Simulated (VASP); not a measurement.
Set up this calculation in VASP 6.6.1, as the native input.

```yaml
Task: single point
Functional: PBE
Potentials_or_basis: VASP PAW PBE potentials, release 64 (Au)
Cutoff: 520 eV
k_mesh: 15 × 15 × 14
Occupations: fermi-dirac, width 0.08 eV
Spin: no spin polarisation
Dipole_correction: no
Further_INCAR_settings: ALGO = Normal; EDIFF = 1e-07; NBANDS = 12
```

The structure of Au lies in POSCAR:

```
Au
1.0
    2.3766507856      0.0000000000      0.0000000000
   -1.1883253928      2.0582399562      0.0000000000
    0.0000000000      0.0000000000      2.2937336755
Au
1
Direct
    0.0000000000      0.0000000000      0.0000000000
```

This cell differs from its parent crystal: volume scaled by 0.58.

One way to write it, as run:

INCAR

```
PREC = Accurate
ENCUT = 520
EDIFF = 1E-7
ISMEAR = -1
SIGMA = 0.08
LREAL = F
LASPH = T
NELM = 60
ALGO = Normal
ISIF = 2
LWAVE = F
LCHARG = F
GGA = PE
NBANDS = 12
```

KPOINTS

```
Automatic mesh
0
Gamma
  15 15 14
```

Potentials or basis: VASP PAW PBE potentials, release 64 (Au).

Run with:

```sh
$ cat potpaw_PBE.64/Au/POTCAR > POTCAR
$ mpirun -np 1 vasp_std > vasp.out
```

It gave:

The pressure is 305.0 GPa.

Run time: 9.1 s on 1 thread of Intel(R) Xeon(R) 6975P-C (Granite Rapids), on a shared host, peak memory 0.14 GiB.
